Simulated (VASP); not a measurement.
Input of a VASP 6.6.1 run:

INCAR

```
PREC     = Accurate       # precision mode
ENCUT    = 520            # plane-wave cutoff, eV
EDIFF    = 1E-6           # SCF threshold, eV
ISMEAR   = -1             # smearing method
SIGMA    = 0.1            # smearing width, eV
LREAL    = F              # projectors in reciprocal space
LASPH    = T              # aspherical terms in the spheres
NELM     = 80             # most SCF steps
ALGO     = Normal         # electronic algorithm
ISIF     = 2              # what is computed and relaxed
LWAVE    = F              # write WAVECAR
LCHARG   = F              # write CHGCAR
GGA      = RE             # functional
NBANDS   = 28             # bands
```

File KPOINTS:

```
regular mesh
0
Gamma
  13 13 4
```

File POSCAR:

```
Hf
1.0
    3.3038562497      0.0000000000      0.0000000000
   -1.6519281248      2.8612234427      0.0000000000
    0.0000000000      0.0000000000     10.5706520293
Hf
4
Direct
    1.0000000000      0.0000000000      1.0000000000
    1.0000000000      0.0000000000      0.5000000000
    0.3333333333      0.6666666667      0.2500000000
    0.6666666667      0.3333333333      0.7500000000
```

Potentials or basis: VASP PAW PBE potentials, release 64 (Hf_pv).

The run is started by

```bash
$ cat potpaw_PBE.64/Hf_pv/POTCAR > POTCAR
$ mpirun -np 1 vasp_std > vasp.out
```

(1) Predict the band gap on the k mesh.

(2) Predict the pressure.

Results:

(1) zero (band 20 reaches 5.26 eV, above the bottom of band 21 at 3.70 eV).

(2) -7.3 GPa.

Caveat: the PAW data sets were made with another functional, which shifts forces and pressure a little; spin-orbit coupling is left out, which moves the levels of the heavy elements.
